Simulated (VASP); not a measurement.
# Si (P1) in VASP: single point with PBE

Aim: the single point of Si with PBE.

Everything below comes from runs of VASP 6.6.1. Logs are shortened: lines on timing, memory, paths and dates and some standing lists are left out, and cuts for length are marked.

### 1 The cell of the first run

The typed cell holds 16 atoms: a = 7.699 Å, b = 7.699 Å, c = 7.699 Å, α = 60.00°, β = 60.00°, γ = 60.00°.

### 2 Single point, PBE

File INCAR:

```
SYSTEM = Si
PREC = Accurate
ENCUT = 520
EDIFF = 1E-6
ISMEAR = -1
SIGMA = 0.146
LREAL = Auto
LASPH = .TRUE.
NELM = 100
ALGO = Normal
ISIF = 2
LWAVE = .FALSE.
LCHARG = .FALSE.
GGA = PE
NBANDS = 46
```

File KPOINTS:

```
Automatic mesh
0
G
  2 2 2
  0 0 0
```

File POSCAR:

```
Si
1.0
    0.0000000000      5.4442377923      5.4442377923
    5.4442377923      0.0000000000      5.4442377923
    5.4442377923      5.4442377923      0.0000000000
Si
16
Direct
    0.0080634795     -0.0035783705      0.0146396067
    0.1100664635      0.1392707352      0.1066310882
   -0.0005706033      0.0081215226      0.4943574478
    0.1170702905      0.1336237556      0.6162391556
   -0.0005301936      0.4909566044      0.0070570944
    0.1361637805      0.6188155493      0.1123130589
    0.0042604678      0.5026780799      0.4877455948
    0.1179241291      0.6484343878      0.6218980745
    0.4894739359     -0.0161132749      0.0040153463
    0.6367236576      0.1096079971      0.1181954251
    0.5245532265     -0.0066752228      0.5007429146
    0.6444941668      0.1264991586      0.6187120454
    0.5038823807      0.5143224096      0.0094421849
    0.6136466898      0.6268239247      0.1379321640
    0.5120977640      0.4870536705      0.5147032710
    0.5962854901      0.6368860311      0.6159723598
```

Potentials or basis: VASP PAW PBE potentials, release 64 (Si).

On the command line:

```bash
$ cat potpaw_PBE.64/Si/POTCAR > POTCAR
$ mpirun -np 1 vasp_std > vasp.out
```

OUTCAR:

```text
SYSTEM = Si
   PREC = Accurate
   ENCUT = 520
   EDIFF = 1E-6
   ISMEAR = -1
   LREAL = Auto
   LASPH = .TRUE.
   NELM = 100
   ISIF = 2
   GGA = PE

 ion  position               nearest neighbor table
   1  0.008  0.996  0.015-   2 2.13  10 2.34   6 2.38   4 2.51
   2  0.110  0.139  0.107-   1 2.13   5 2.22   9 2.39   3 2.44
   3  0.999  0.008  0.494-  12 2.23   8 2.26   4 2.29   2 2.44
   4  0.117  0.134  0.616-   3 2.29   7 2.32   1 2.51  11 2.57
   5  0.999  0.491  0.007-   2 2.22   6 2.33  14 2.43   8 2.43
   6  0.136  0.619  0.112-  13 2.33   5 2.33   7 2.36   1 2.38
[... 8 lines left out ...]
  15  0.512  0.487  0.515-  16 2.12  12 2.27  14 2.37   8 2.49
  16  0.596  0.637  0.616-  15 2.12  11 2.27  13 2.50   7 2.57

  LATTYP: Found a face centered cubic cell.
 ALAT       =    10.8884755846

  Lattice vectors:

 A1 = (   0.0000000000,   5.4442377923,   5.4442377923)
 A2 = (   5.4442377923,   0.0000000000,   5.4442377923)
 A3 = (   5.4442377923,   5.4442377923,   0.0000000000)

Analysis of symmetry for initial positions (statically):
=====================================================================
 Subroutine PRICEL returns:
 Original cell was already a primitive cell.

 Routine SETGRP: Setting up the symmetry group for a
 face centered cubic supercell.

 Subroutine GETGRP returns: Found  1 space group operations
 (whereof  1 operations were pure point group operations)
 out of a pool of 48 trial point group operations.

The static configuration has the point symmetry C_1 .

Analysis of symmetry for dynamics (positions and initial velocities):
=====================================================================
 Subroutine PRICEL returns:
 Original cell was already a primitive cell.

 Routine SETGRP: Setting up the symmetry group for a
 face centered cubic supercell.

 Subroutine GETGRP returns: Found  1 space group operations
 (whereof  1 operations were pure point group operations)
 out of a pool of 48 trial point group operations.

The dynamic configuration has the point symmetry C_1 .

 Subroutine INISYM returns: Found  1 space group operations
 (whereof  1 operations are pure point group operations),
 and found     1 'primitive' translations

----------------------------------------------------------------------------------------

                                     Primitive cell

  volume of cell :     322.7314

  direct lattice vectors                    reciprocal lattice vectors
     0.000000000  5.444237792  5.444237792    -0.091840221  0.091840221  0.091840221
     5.444237792  0.000000000  5.444237792     0.091840221 -0.091840221  0.091840221
     5.444237792  5.444237792  0.000000000     0.091840221  0.091840221 -0.091840221

  length of vectors
     7.699314923  7.699314923  7.699314923     0.159071928  0.159071928  0.159071928

  position of ions in fractional coordinates (direct lattice)
     0.008063480  0.996421629  0.014639607
     0.110066463  0.139270735  0.106631088
     0.999429397  0.008121523  0.494357448
     0.117070291  0.133623756  0.616239156
     0.999469806  0.490956604  0.007057094
     0.136163780  0.618815549  0.112313059
[... 8 lines left out ...]
     0.512097764  0.487053671  0.514703271
     0.596285490  0.636886031  0.615972360

  ion indices of the primitive-cell ions
   primitive index   ion index
                 1           1
                 2           2
                 3           3
                 4           4
                 5           5
                 6           6
[... 8 lines left out ...]
                15          15
                16          16

----------------------------------------------------------------------------------------

 KPOINTS: Automatic mesh

Automatic generation of k-mesh.
 Grid dimensions read from file:
 generate k-points for:    2    2    2

 Generating k-lattice:

  Cartesian coordinates                     Fractional coordinates (reciprocal lattice)
    -0.045920110  0.045920110  0.045920110     0.500000000  0.000000000  0.000000000
     0.045920110 -0.045920110  0.045920110     0.000000000  0.500000000  0.000000000
     0.045920110  0.045920110 -0.045920110     0.000000000  0.000000000  0.500000000

  Length of vectors
     0.079535964  0.079535964  0.079535964

  Shift w.r.t. Gamma in fractional coordinates (k-lattice)
     0.000000000  0.000000000  0.000000000

 Subroutine IBZKPT returns following result:
 ===========================================

 Found      8 irreducible k-points:

 Following reciprocal coordinates:
            Coordinates               Weight
  0.000000  0.000000  0.000000      1.000000
  0.500000  0.000000  0.000000      1.000000
  0.000000  0.500000  0.000000      1.000000
  0.000000  0.000000  0.500000      1.000000
  0.500000  0.500000  0.500000      1.000000
  0.500000  0.500000  0.000000      1.000000
  0.000000  0.500000  0.500000      1.000000
  0.500000  0.000000  0.500000      1.000000
   k-points           NKPTS =      8   k-points in BZ     NKDIM =      8   number of bands    NBANDS=     46
   number of dos      NEDOS =    301   number of ions     NIONS =     16
   total plane-waves  NPLWV = 216000
   dimension x,y,z NGX =    60 NGY =   60 NGZ =   60
   dimension x,y,z NGXF=   120 NGYF=  120 NGZF=  120
   ions per type =              16
   NGX,Y,Z   is equivalent  to a cutoff of  12.96, 12.96, 12.96 a.u.
   NGXF,Y,Z  is equivalent  to a cutoff of  25.91, 25.91, 25.91 a.u.
 SYSTEM =  Si
   PREC   = accura    normal or accurate (medium, high low for compatibility)
   ISTART =      0    job   : 0-new  1-cont  2-samecut
   ICHARG =      2    charge: 1-file 2-atom 10-const
   ISPIN  =      1    spin polarized calculation?
   LNONCOLLINEAR =      F non collinear calculations
   LSORBIT =      F    spin-orbit coupling
   LASPH  =      T    aspherical Exc in radial PAW
   ENCUT  =  520.0 eV  38.22 Ry    6.18 a.u.  14.32 14.32 14.32*2*pi/ulx,y,z
   NELM   =    100;   NELMIN=  2; NELMDL= -5     # of ELM steps
   EDIFF  = 0.1E-05   stopping-criterion for ELM
   LREAL  =      T    real-space projection
   EDIFFG = 0.1E-04   stopping-criterion for IOM
   NSW    =      0    number of steps for IOM
   IBRION =     -1    ionic relax: 0-MD 1-quasi-New 2-CG
   NFREE  =      0    steps in history (QN), initial steepest desc. (CG)
   ISIF   =      2    stress and relaxation
   ISYM   =      2    0-nonsym 1-usesym 2-fastsym
   POTIM  = 0.5000    time-step for ionic-motion
   TEBEG  =    0.0;   TEEND  =   0.0 temperature during run
   PSTRESS=    0.0 pullay stress
   NELECT =      64.0000    total number of electrons
   NUPDOWN=      -1.0000    fix difference up-down
   EMIN   =  10.00;   EMAX   =-10.00  energy-range for DOS
   EFERMI =   0.00;   METHOD = LEGACY
   ISMEAR =    -1;   SIGMA  =   0.15  broadening in eV -4-tet -1-fermi 0-gaus
   EFERMI_NEDOS =   21; number of points for ismear=-14 and -15
   IALGO  =     38    algorithm
   IMIX   =      4    mixing-type and parameters
     AMIX     =   0.40;   BMIX     =  1.00
     AMIX_MAG =   1.60;   BMIX_MAG =  1.00
  volume/ion in A,a.u.               =      20.17       136.12
  Fermi-wavevector in a.u.,A,eV,Ry     =   0.954672  1.804069 12.400344  0.911400
  Thomas-Fermi vector in A             =   2.083440
   LORBIT       =      0    0 simple, 1 ext, 2 COOP (PROOUT), +10 PAW based schemes
   GGA     = PE    functional components
   LHFCALC =     F    Hartree Fock is set to
   AEXX    =    0.0000 exact exchange contribution
   IVDW    =     0    specifies the selected vdW correction
   LEPSILON=     F    determine dielectric tensor
   LRPA    =     F    only Hartree local field effects (RPA)
 non-spin polarized calculation
  energy-cutoff  :      520.00
  volume of cell :      322.73
 maximum number of plane-waves:      8694
 NGX is ok and might be reduce to    60
   NGX = 29   NGY = 29   NGZ = 29

 number of electron      64.0000000 magnetization

 Free energy of the ion-electron system (eV)
  ---------------------------------------------------
  ext. energy  EPLUGINS =         0.00000000
  ---------------------------------------------------
  free energy    TOTEN  =       -82.97719479 eV

  energy without entropy =      -82.81808433  energy(sigma->0) =      -82.89763956

 E-fermi :   6.0729     XC(G=0):  -9.3720

 val. band max:        6.0121711525   @ k =   0.0000   0.0000   0.0000
 cond. band min:       6.2018820161   @ k =   0.0000   0.0000   0.0000
 fundamental gap:      0.1897108636
 Fermi energy:         6.0729276335

 k-point     1 :       0.0000    0.0000    0.0000
  band No.  band energies     occupation
      1      -6.2470      2.00000
      2      -4.2869      2.00000
      3      -4.0582      2.00000
      4      -3.7387      2.00000
      5      -3.6074      2.00000
      6      -2.7164      2.00000
[... 36 lines left out ...]
     43       8.0012      0.00000
     44       8.3338      0.00000

 k-point     2 :       0.5000    0.0000    0.0000
  band No.  band energies     occupation
      1      -5.5399      2.00000
      2      -5.4394      2.00000
      3      -3.8718      2.00000
      4      -3.7570      2.00000
      5      -3.5223      2.00000
      6      -3.3956      2.00000
[... 36 lines left out ...]
     43       9.3972      0.00000
     44       9.5158      0.00000

 k-point     3 :       0.0000    0.5000    0.0000
  band No.  band energies     occupation
      1      -5.4923      2.00000
      2      -5.4325      2.00000
      3      -4.0215      2.00000
      4      -3.7186      2.00000
      5      -3.6053      2.00000
      6      -3.4408      2.00000
[... 36 lines left out ...]
     43       9.4569      0.00000
     44       9.6046      0.00000

 k-point     4 :       0.0000    0.0000    0.5000
  band No.  band energies     occupation
      1      -5.5686      2.00000
      2      -5.4160      2.00000
      3      -3.9497      2.00000
      4      -3.5941      2.00000
      5      -3.4894      2.00000
      6      -3.4146      2.00000
[... 36 lines left out ...]
     43       9.3324      0.00000
     44       9.6085      0.00000

 k-point     5 :       0.5000    0.5000    0.5000
  band No.  band energies     occupation
      1      -5.6661      2.00000
      2      -5.1795      2.00000
      3      -3.9631      2.00000
      4      -3.8810      2.00000
      5      -3.6505      2.00000
      6      -3.3728      2.00000
[... 36 lines left out ...]
     43       9.4126      0.00000
     44       9.5740      0.00000

 k-point     6 :       0.5000    0.5000    0.0000
  band No.  band energies     occupation
      1      -5.3862      2.00000
      2      -5.0179      2.00000
      3      -4.5046      2.00000
      4      -4.3545      2.00000
      5      -4.0119      2.00000
      6      -3.7211      2.00000
[... 36 lines left out ...]
     43       9.9036      0.00000
     44      10.0981      0.00000

 k-point     7 :       0.0000    0.5000    0.5000
  band No.  band energies     occupation
      1      -5.2686      2.00000
      2      -5.1764      2.00000
      3      -4.4963      2.00000
      4      -4.2820      2.00000
      5      -4.0719      2.00000
      6      -3.7657      2.00000
[... 36 lines left out ...]
     43      10.0248      0.00000
     44      10.1224      0.00000

 k-point     8 :       0.5000    0.0000    0.5000
  band No.  band energies     occupation
      1      -5.3835      2.00000
      2      -5.0320      2.00000
      3      -4.5092      2.00000
      4      -4.2795      2.00000
      5      -4.0080      2.00000
      6      -3.8482      2.00000
[... 36 lines left out ...]
     43       9.8763      0.00000
     44       9.9901      0.00000
 [bands above 44 left out]

------------------------ aborting loop because EDIFF is reached ----------------------------------------

  FORCE on cell =-STRESS in cart. coord.  units (eV):
  Direction    XX          YY          ZZ          XY          YZ          ZX
  --------------------------------------------------------------------------------------
  -------------------------------------------------------------------------------------
  Total        7.0471735      4.7685839      7.2488511      0.4608299      2.3719685      9.8148252
  in kB       34.9851944     23.6732978     35.9864085      2.2877575     11.7754699     48.7250055
  external PRESSURE =      31.5483002 kB  Pullay stress =       0.0000000 kB

 VOLUME and BASIS-vectors are now :
 -----------------------------------------------------------------------------
  energy-cutoff  :      520.00
  volume of cell :      322.73
      direct lattice vectors                 reciprocal lattice vectors
     0.000000000  5.444237792  5.444237792    -0.091840221  0.091840221  0.091840221
     5.444237792  0.000000000  5.444237792     0.091840221 -0.091840221  0.091840221
     5.444237792  5.444237792  0.000000000     0.091840221  0.091840221 -0.091840221

 POSITION                                       TOTAL-FORCE (eV/Angst)
 -----------------------------------------------------------------------------------
      5.50446      0.12360      5.46866        -2.660975     -2.520063     -1.626452
      1.33875      1.17975      1.35745         0.841290      2.971858      0.674329
      2.73562      8.13253      5.48535        -0.616607     -0.104394      1.246199
      4.08243      3.99231      1.36484         0.277502      1.752786      0.713671
      2.71131      5.47977      8.11424         0.830084     -1.741592      1.186334
      3.98044      1.35277      4.11029         0.865820      0.410977      0.084996
[... 8 lines left out ...]
      5.45380      5.59015      5.43962        -0.586924     -2.798126     -1.455092
      6.82086      6.59982      6.71368         1.438934      3.586897      2.028626
 -----------------------------------------------------------------------------------
    total drift:                               -0.001743      0.003795      0.001318

  FREE ENERGIE OF THE ION-ELECTRON SYSTEM (eV)
  ---------------------------------------------------
  free  energy   TOTEN  =       -82.9771947887 eV

  energy  without entropy=      -82.8180843349  energy(sigma->0) =      -82.89763956
```

It took 6 min on 1 thread of AMD EPYC 7R13, shared host; peak memory 0.44 GiB.

What came out:

```yaml
Free_energy: -82.9772 eV
Pressure: 3.2 GPa
Largest_force: 4.365 eV/Å
Band_gap_on_the_k_mesh: 0.19 eV
```

Forces on the atoms (eV/Å):
```
Si  -2.661 -2.520 -1.626
Si   0.841  2.972  0.674
Si  -0.617 -0.104  1.246
Si   0.278  1.753  0.714
Si   0.830 -1.742  1.186
Si   0.866  0.411  0.085
Si   1.082 -0.348 -0.149
Si  -1.567  0.833 -1.331
Si   0.924 -0.428  1.640
Si   1.148 -0.404  0.162
Si   0.334 -2.033 -0.303
Si   0.454  0.097 -1.871
Si  -2.673 -0.978 -1.475
Si  -0.091  1.702  0.476
Si  -0.587 -2.798 -1.455
Si   1.439  3.587  2.029
```

Stress tensor (GPa, compression positive):
```
3.50 0.23 4.87
0.23 2.37 1.18
4.87 1.18 3.60
```

Caveat: the k points lie up to 0.50 Å⁻¹ apart; the atoms stand as in a frame of molecular dynamics; forces of over 1 eV/Å act on the atoms, so gaps and moduli don't describe the material at rest.
